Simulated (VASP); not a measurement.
# BaTiO3 (Amm2) in VASP: single point with r2SCAN+U

Aim: the single point of BaTiO3 with r2SCAN+U.

Everything below comes from runs of VASP 6.6.1. Logs are shortened: lines on timing, memory, paths and dates and some standing lists are left out, and cuts for length are marked.

### 1 The cell of the first run

Symmetry: Amm2, No. 38, orthorhombic system. The conventional cell has a = 3.984 Å, b = 5.674 Å, c = 5.692 Å, α = 90.00°, β = 90.00°, γ = 90.00°. Ba (site symmetry mm2) has 12 O at 2.80 to 2.89 Å and 8 Ti at 3.44 to 3.51 Å within 3.7 Å. Ti (site symmetry mm2) has 6 O at 1.95 to 2.07 Å within 2.6 Å. Within 2.6 Å of O (site symmetry mm2) lie 2 Ti at 1.99 Å. O (site symmetry m) has 2 Ti at 1.95 to 2.07 Å within 2.6 Å.

### 2 Single point, r2SCAN+U, collinear spin

Input file POSCAR:

```
BaTiO3
1.0
    3.9841000000      0.0000000000      0.0000000000
    0.0000000000      2.8370500000      2.8458000000
    0.0000000000     -2.8370500000      2.8458000000
Ba Ti O
1 1 3
Direct
    0.0000000000      0.0000000000      0.0000000000
    0.5000000000      0.5079000000      0.5079000000
    0.0000000000      0.4921000000      0.4921000000
    0.5000000000      0.5025100000      0.9937100000
    0.5000000000      0.9937100000      0.5025100000
```

Input file INCAR.step1:

```
SYSTEM = BaTiO3
PREC     = Accurate       ! precision mode
ENCUT    = 520            ! plane-wave cutoff, eV
ISMEAR   = 0              ! smearing method
SIGMA    = 0.1            ! smearing width, eV
LREAL    = .False.        ! projectors in reciprocal space
LASPH    = .True.         ! aspherical terms in the spheres
NELM     = 150            ! most SCF steps
ISPIN    = 2              ! spin polarisation
MAGMOM   = 0 1 0 0 0      ! initial moments
LMAXMIX  = 4              ! l up to which the mixer works
LDAU     = .True.         ! DFT+U
LDAUTYPE = 2            
LDAUL    = -1 2 -1        ! shell
LDAUU    = 0 4 0          ! U, eV
LDAUJ    = 0 0 0        
NBANDS   = 32             ! bands
GGA      = PE             ! functional
ALGO     = Normal         ! electronic algorithm
EDIFF    = 1E-4           ! SCF threshold, eV
LWAVE    = .True.         ! write WAVECAR
LCHARG   = .False.        ! write CHGCAR
```

Input file INCAR.step2:

```
SYSTEM = BaTiO3
PREC     = Accurate       ! precision mode
ENCUT    = 520            ! plane-wave cutoff, eV
EDIFF    = 1E-6           ! SCF threshold, eV
ISMEAR   = 0              ! smearing method
SIGMA    = 0.1            ! smearing width, eV
LREAL    = .False.        ! projectors in reciprocal space
LASPH    = .True.         ! aspherical terms in the spheres
NELM     = 150            ! most SCF steps
ALGO     = Normal         ! electronic algorithm
ISIF     = 2              ! what is computed and relaxed
LWAVE    = .False.        ! write WAVECAR
LCHARG   = .False.        ! write CHGCAR
ISPIN    = 2              ! spin polarisation
MAGMOM   = 0 1 0 0 0      ! initial moments
LORBIT   = 11             ! projections on sites
LMAXMIX  = 4              ! l up to which the mixer works
LDAU     = .True.         ! DFT+U
LDAUTYPE = 2            
LDAUL    = -1 2 -1        ! shell
LDAUU    = 0 4 0          ! U, eV
LDAUJ    = 0 0 0        
LDAUPRINT= 1            
METAGGA  = R2SCAN         ! meta-GGA
LMIXTAU  = .True.       
NBANDS   = 32             ! bands
ISTART   = 1
```

Input file KPOINTS:

```
regular mesh
0
Gamma
  4 4 4
  0 0 0
```

Potentials or basis: VASP PAW PBE potentials, release 64 (Ba_sv, Ti_sv, O).

Command:

```sh
> cat potpaw_PBE.64/Ba_sv/POTCAR potpaw_PBE.64/Ti_sv/POTCAR potpaw_PBE.64/O/POTCAR > POTCAR
> cp INCAR.step1 INCAR
> mpirun -np 1 vasp_std > vasp.out
> cp INCAR.step2 INCAR
> mpirun -np 1 vasp_std > vasp.out
```

OUTCAR:

```text
SYSTEM = BaTiO3
   PREC = Accurate
   ENCUT = 520
   EDIFF = 1E-6
   ISMEAR = 0
   LREAL = .False.
   LASPH = .True.
   NELM = 150
   ISIF = 2
   ISPIN = 2
   LORBIT = 11
   METAGGA = R2SCAN
   ISTART = 1

 ion  position               nearest neighbor table
   1  0.000  0.000  0.000-   3 2.80   4 2.82   5 2.82   4 2.82   5 2.82   4 2.84   5 2.84   5 2.84
                             4 2.84   3 2.84   3 2.84   3 2.89   2 3.44   2 3.44   2 3.47   2 3.47
   2  0.500  0.508  0.508-   4 1.95   5 1.95   3 1.99   3 1.99   5 2.07   4 2.07   1 3.44   1 3.44
                             1 3.47   1 3.47   1 3.47   1 3.47   1 3.51   1 3.51
   3  0.000  0.492  0.492-   2 1.99   2 1.99   1 2.80   1 2.84   1 2.84   1 2.89
   4  0.500  0.503  0.994-   2 1.95   2 2.07   1 2.82   1 2.82   1 2.84   1 2.84
   5  0.500  0.994  0.503-   2 1.95   2 2.07   1 2.82   1 2.82   1 2.84   1 2.84

  LATTYP: Found a base centered orthorhombic cell.
 ALAT       =     5.6741000000
 B/A-ratio  =     1.0030841896
 C/A-ratio  =     0.7021554079

  Lattice vectors:

 A1 = (   0.0000000000,   2.8370500000,  -2.8458000000)
 A2 = (   0.0000000000,   2.8370500000,   2.8458000000)
 A3 = (   3.9841000000,   0.0000000000,   0.0000000000)

Analysis of symmetry for initial positions (statically):
=====================================================================
 Subroutine PRICEL returns:
 Original cell was already a primitive cell.

 Routine SETGRP: Setting up the symmetry group for a
 base centered orthorhombic supercell.

 Subroutine GETGRP returns: Found  4 space group operations
 (whereof  4 operations were pure point group operations)
 out of a pool of  8 trial point group operations.

The static configuration has the point symmetry C_2v.

Analysis of symmetry for dynamics (positions and initial velocities):
=====================================================================
 Subroutine PRICEL returns:
 Original cell was already a primitive cell.

 Routine SETGRP: Setting up the symmetry group for a
 base centered orthorhombic supercell.

 Subroutine GETGRP returns: Found  4 space group operations
 (whereof  4 operations were pure point group operations)
 out of a pool of  8 trial point group operations.

The dynamic configuration has the point symmetry C_2v.

Analysis of structural, dynamic, and magnetic symmetry:
=====================================================================
 Subroutine PRICEL returns:
 Original cell was already a primitive cell.

 Routine SETGRP: Setting up the symmetry group for a
 base centered orthorhombic supercell.

 Subroutine GETGRP returns: Found  4 space group operations
 (whereof  4 operations were pure point group operations)
 out of a pool of  8 trial point group operations.

The overall configuration has the point symmetry C_2v.

 Subroutine INISYM returns: Found  4 space group operations
 (whereof  4 operations are pure point group operations),
 and found     1 'primitive' translations

----------------------------------------------------------------------------------------

                                     Primitive cell

  volume of cell :      64.3327

  direct lattice vectors                    reciprocal lattice vectors
     3.984100000  0.000000000  0.000000000     0.250997716  0.000000000  0.000000000
     0.000000000  2.837050000  2.845800000     0.000000000  0.176239404  0.175697519
     0.000000000 -2.837050000  2.845800000     0.000000000 -0.176239404  0.175697519

  length of vectors
     3.984100000  4.018386535  4.018386535     0.250997716  0.248857280  0.248857280

  position of ions in fractional coordinates (direct lattice)
     0.000000000  0.000000000  0.000000000
     0.500000000  0.507900000  0.507900000
[... 99 lines left out ...]
     AMIX_MAG =   1.60;   BMIX_MAG =  1.00
  volume/ion in A,a.u.               =      12.87        86.83
  Fermi-wavevector in a.u.,A,eV,Ry     =   1.397283  2.640482 26.564002  1.952399
  Thomas-Fermi vector in A             =   2.520554
   LORBIT       =     11    0 simple, 1 ext, 2 COOP (PROOUT), +10 PAW based schemes
 LDA+U is selected, type is set to LDAUTYPE =  2
   angular momentum for each species LDAUL =    -1    2   -1
   U (eV)           for each species LDAUU =   0.0  4.0  0.0
   J (eV)           for each species LDAUJ =   0.0  0.0  0.0
   METAGGA = R2SCAN    functional components
   LHFCALC =     F    Hartree Fock is set to
   AEXX    =    0.0000 exact exchange contribution
   IVDW    =     0    specifies the selected vdW correction
   LEPSILON=     F    determine dielectric tensor
   LRPA    =     F    only Hartree local field effects (RPA)
 spin polarized calculation
 Gauss-broadening in eV      SIGMA  =   0.10
  energy-cutoff  :      520.00
  volume of cell :       64.33
 maximum number of plane-waves:      1753
 NGX is ok and might be reduce to    30
   NGX = 15   NGY = 15   NGZ = 15

 number of electron      39.9999994 magnetization       0.0000000

atom =   2  type =  2  l = 2

 onsite density matrix

spin component  1

  0.0964  0.0000  0.0000  0.0000  0.0000
  0.0000  0.2325  0.0000  0.0000  0.0000
  0.0000  0.0000  0.1298  0.0000 -0.0596
  0.0000  0.0000  0.0000  0.0971  0.0000
  0.0000  0.0000 -0.0596  0.0000  0.2004

spin component  2

  0.0964  0.0000  0.0000  0.0000  0.0000
  0.0000  0.2325  0.0000  0.0000  0.0000
  0.0000  0.0000  0.1298  0.0000 -0.0596
  0.0000  0.0000  0.0000  0.0971  0.0000
  0.0000  0.0000 -0.0596  0.0000  0.2004

 occupancies and eigenvectors

  o =  0.0959  v =  0.0000  0.0000 -0.8689  0.0000 -0.4949  0.0000  0.0000  0.0000  0.0000  0.0000      0.0000  0.0000  0.0000  0.0000  0.0000  0.0000  0.0000  0.0000  0.0000  0.0000
  o =  0.0959  v =  0.0000  0.0000  0.0000  0.0000  0.0000  0.0000  0.0000 -0.8689  0.0000 -0.4949      0.0000  0.0000  0.0000  0.0000  0.0000  0.0000  0.0000  0.0000  0.0000  0.0000
  o =  0.0964  v =  1.0000  0.0000  0.0000  0.0000  0.0000  0.0000  0.0000  0.0000  0.0000  0.0000      0.0000  0.0000  0.0000  0.0000  0.0000  0.0000  0.0000  0.0000  0.0000  0.0000
  o =  0.0964  v =  0.0000  0.0000  0.0000  0.0000  0.0000  1.0000  0.0000  0.0000  0.0000  0.0000      0.0000  0.0000  0.0000  0.0000  0.0000  0.0000  0.0000  0.0000  0.0000  0.0000
  o =  0.0971  v =  0.0000  0.0000  0.0000  0.0000  0.0000  0.0000  0.0000  0.0000  1.0000  0.0000      0.0000  0.0000  0.0000  0.0000  0.0000  0.0000  0.0000  0.0000  0.0000  0.0000
  o =  0.0971  v =  0.0000  0.0000  0.0000  1.0000  0.0000  0.0000  0.0000  0.0000  0.0000  0.0000      0.0000  0.0000  0.0000  0.0000  0.0000  0.0000  0.0000  0.0000  0.0000  0.0000
  o =  0.2325  v =  0.0000  1.0000  0.0000  0.0000  0.0000  0.0000  0.0000  0.0000  0.0000  0.0000      0.0000  0.0000  0.0000  0.0000  0.0000  0.0000  0.0000  0.0000  0.0000  0.0000
  o =  0.2325  v =  0.0000  0.0000  0.0000  0.0000  0.0000  0.0000  1.0000  0.0000  0.0000  0.0000      0.0000  0.0000  0.0000  0.0000  0.0000  0.0000  0.0000  0.0000  0.0000  0.0000
  o =  0.2344  v =  0.0000  0.0000 -0.4949  0.0000  0.8689  0.0000  0.0000  0.0000  0.0000  0.0000      0.0000  0.0000  0.0000  0.0000  0.0000  0.0000  0.0000  0.0000  0.0000  0.0000
  o =  0.2344  v =  0.0000  0.0000  0.0000  0.0000  0.0000  0.0000  0.0000 -0.4949  0.0000  0.8689      0.0000  0.0000  0.0000  0.0000  0.0000  0.0000  0.0000  0.0000  0.0000  0.0000

 number of electron      39.9999994 magnetization      -0.0000000

 Free energy of the ion-electron system (eV)
  ---------------------------------------------------
  ext. energy  EPLUGINS =         0.00000000
  ---------------------------------------------------
  free energy    TOTEN  =       -71.63838213 eV

  energy without entropy =      -71.63838213  energy(sigma->0) =      -71.63838213

 E-fermi :   4.0773     XC(G=0): -11.9040

 val. band max:        3.6450514499   @ k =   0.5000   0.5000   0.5000
 cond. band min:       6.3376004008   @ k =   0.0000   0.0000   0.0000
 fundamental gap:      2.6925489509
 Fermi energy:         4.0773205634

 spin component 1

 k-point     1 :       0.0000    0.0000    0.0000
  band No.  band energies     occupation
      1     -56.2961      1.00000
      2     -31.4071      1.00000
      3     -31.4052      1.00000
      4     -31.4004      1.00000
      5     -21.8483      1.00000
      6     -14.2665      1.00000
[... 724 lines left out ...]
     31      17.3032      0.00000
     32      19.7609      0.00000
 Fermi energy:         4.0773205634

 spin component 2

 k-point     1 :       0.0000    0.0000    0.0000
  band No.  band energies     occupation
      1     -56.2961      1.00000
      2     -31.4071      1.00000
      3     -31.4052      1.00000
      4     -31.4004      1.00000
      5     -21.8483      1.00000
      6     -14.2665      1.00000
[... 724 lines left out ...]
     31      17.3032      0.00000
     32      19.7602      0.00000

------------------------ aborting loop because EDIFF is reached ----------------------------------------

  FORCE on cell =-STRESS in cart. coord.  units (eV):
  Direction    XX          YY          ZZ          XY          YZ          ZX
  --------------------------------------------------------------------------------------
  -------------------------------------------------------------------------------------
  Total        1.8807355      1.5741948      1.2557628      0.0000000      0.0000000      0.0000000
  in kB       46.8389017     39.2046385     31.2742290      0.0000000      0.0000000      0.0000000
  external PRESSURE =      39.1059231 kB  Pullay stress =       0.0000000 kB

 VOLUME and BASIS-vectors are now :
 -----------------------------------------------------------------------------
  energy-cutoff  :      520.00
  volume of cell :       64.33
      direct lattice vectors                 reciprocal lattice vectors
     3.984100000  0.000000000  0.000000000     0.250997716  0.000000000  0.000000000
     0.000000000  2.837050000  2.845800000     0.000000000  0.176239404  0.175697519
     0.000000000 -2.837050000  2.845800000     0.000000000 -0.176239404  0.175697519

 POSITION                                       TOTAL-FORCE (eV/Angst)
 -----------------------------------------------------------------------------------
      0.00000      0.00000      0.00000         0.000000      0.000000      0.101307
      1.99205      0.00000      2.89076         0.000000      0.000000     -0.240065
      0.00000      0.00000      2.80084         0.000000      0.000000      0.124829
      1.99205     -1.39356      4.25794         0.000000     -0.184314      0.006964
      1.99205      1.39356      4.25794         0.000000      0.184314      0.006964
 -----------------------------------------------------------------------------------
    total drift:                                0.000000     -0.000000      0.010208

  FREE ENERGIE OF THE ION-ELECTRON SYSTEM (eV)
  ---------------------------------------------------
  free  energy   TOTEN  =       -71.6383821337 eV

  energy  without entropy=      -71.6383821337  energy(sigma->0) =      -71.63838213

 total charge

# of ion       s       p       d       tot
------------------------------------------
    1        2.019   5.671   0.308   7.998
    2        2.215   6.284   1.487   9.986
    3        1.566   3.520   0.000   5.086
    4        1.566   3.517   0.000   5.083
    5        1.566   3.517   0.000   5.083
--------------------------------------------------
tot          8.932  22.509   1.795  33.236

 magnetization (x)

# of ion       s       p       d       tot
------------------------------------------
    1       -0.000  -0.000  -0.000  -0.000
    2       -0.000  -0.000  -0.000  -0.000
    3        0.000   0.000   0.000   0.000
    4        0.000   0.000   0.000   0.000
    5        0.000   0.000   0.000   0.000
--------------------------------------------------
tot          0.000   0.000  -0.000   0.000
```

Wall time 3.8 min (1 thread of AMD EPYC 7R13 (Zen 3), shared host); peak memory 0.21 GiB.

What came out:

```yaml
Free_energy: -71.6384 eV
Pressure: 3.9 GPa
Largest_force: 0.240 eV/Å
Band_gap_on_the_k_mesh: 2.69 eV (least direct gap 2.92 eV)
Net_moment: 0.00 μB per cell
Valence_electrons_inside_the_program's_atomic_spheres: Ba 8.00; Ti 9.99; O 5.09, 5.08 (each value once)
```

Forces on the atoms (eV/Å):
```
Ba   0.000  0.000  0.101
Ti   0.000  0.000 -0.240
O    0.000  0.000  0.125
O    0.000 -0.184  0.007
O    0.000  0.184  0.007
```

Stress tensor (GPa, compression positive):
```
4.68 0.00 0.00
0.00 3.92 0.00
0.00 0.00 3.13
```

Levels at points of the mesh, in eV from the valence-band top:
Spin up:
```
           k point  band 16  band 17  band 18  band 19  band 20  band 21  band 22  band 23  band 24  band 25
(0.00, 0.00, 0.00)    -1.15    -1.14    -0.27    -0.25    -0.22     2.69     2.71     2.77     4.26     4.30
(0.50, 0.00, 0.00)    -1.97    -1.77    -1.74    -0.88    -0.84     2.89     4.25     4.36     4.40     6.25
(0.00, 0.50, 0.00)    -1.97    -1.73    -1.67    -0.85    -0.82     2.90     4.29     4.33     4.34     6.28
(0.50, 0.50, 0.00)    -2.62    -1.93    -0.90    -0.90    -0.09     4.35     4.40     4.82     5.07     8.07
(0.00, 0.50, 0.50)    -2.58    -1.91    -0.96    -0.94    -0.12     4.35     4.37     4.79     5.17     8.02
(0.50, 0.50, 0.50)    -2.35    -2.29    -0.03     0.00     0.00     5.03     5.03     5.06     7.29     7.29
```
Spin down:
```tsv
k point	band 17	band 18	band 19	band 20	band 21	band 22	band 23	band 24
(0.00, 0.00, 0.00)	-1.14	-0.27	-0.25	-0.22	2.69	2.71	2.77	4.26
(0.50, 0.00, 0.00)	-1.77	-1.74	-0.88	-0.84	2.89	4.25	4.36	4.40
(0.00, 0.50, 0.00)	-1.73	-1.67	-0.85	-0.82	2.90	4.29	4.33	4.34
(0.50, 0.50, 0.00)	-1.93	-0.90	-0.90	-0.09	4.35	4.40	4.82	5.07
(0.00, 0.50, 0.50)	-1.91	-0.96	-0.94	-0.12	4.35	4.37	4.79	5.17
(0.50, 0.50, 0.50)	-2.29	-0.03	0.00	0.00	5.03	5.03	5.06	7.29
```

Eigenvalues of the final occupation matrices:
```tsv
site	spin	trace	eigenvalues
site 2 d	1	0.76	0.10 0.10 0.10 0.23 0.23
site 2 d	2	0.76	0.10 0.10 0.10 0.23 0.23
```

Caveat: the cell stands under pressure; the PAW data sets were made with another functional, which shifts forces and pressure a little; spin-orbit coupling is left out, which moves the levels of the heavy elements.
